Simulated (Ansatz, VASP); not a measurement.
Two plane-wave programs on PtSe2

```
Pt Se
1.0
     3.28021   -2.01083    0.00000
     3.28021    2.01083    0.00000
    -0.00323    0.00000    4.62578
Pt Se
1 2
Direct
  0.00000 0.00000 0.00000
  0.68790 0.68790 0.28890
  0.31210 0.31210 0.71110
```

Alike in both runs: task single point; functional PBEsol; k mesh 6 × 6 × 4; occupations gaussian, width 0.05 eV; collinear spin, ferromagnetic start; Hubbard terms Pt d U = 6 eV.

```csv
,VASP,Ansatz
version,VASP 6.6.1,Ansatz 0.2.0
potentials or method,"VASP PAW PBE potentials, release 64 (Pt, Se)",Ansatz PAW
plane-wave cutoff (eV),520,420
valence electrons in the cell,22,50
```

|  | VASP | Ansatz | Ansatz less VASP |
| --- | --- | --- | --- |
| gap on the k mesh at the Fermi level (eV) | none | none | - |
| pressure (GPa) | -10.0 | -6.6 | +3.41 |
| traceless stress, the component that is largest in VASP (GPa) | -5.86 | -6.29 | -0.430 |
| rms of the force components (eV/Å) | 0.491 | 0.358 | -0.1328 |
| net moment per atom (μB) | 0.00 | 0.00 | 0.000 |

VASP's potentials were made for PBE, not for PBEsol. The programs project onto different local orbitals, so the same U acts differently, and such runs can settle in different states. Atom by atom the forces differ by 0.208 eV/Å (rms over components). A gap of «none» marks a metal or a gap that the smearing closes. VASP's potentials hold 22 valence electrons a cell and Ansatz's 50, so a difference there can come from the potentials and not from the codes.

Neither program's run includes spin-orbit coupling. Noted on Ansatz's run: the magnetic or orbital state may not be the lowest.
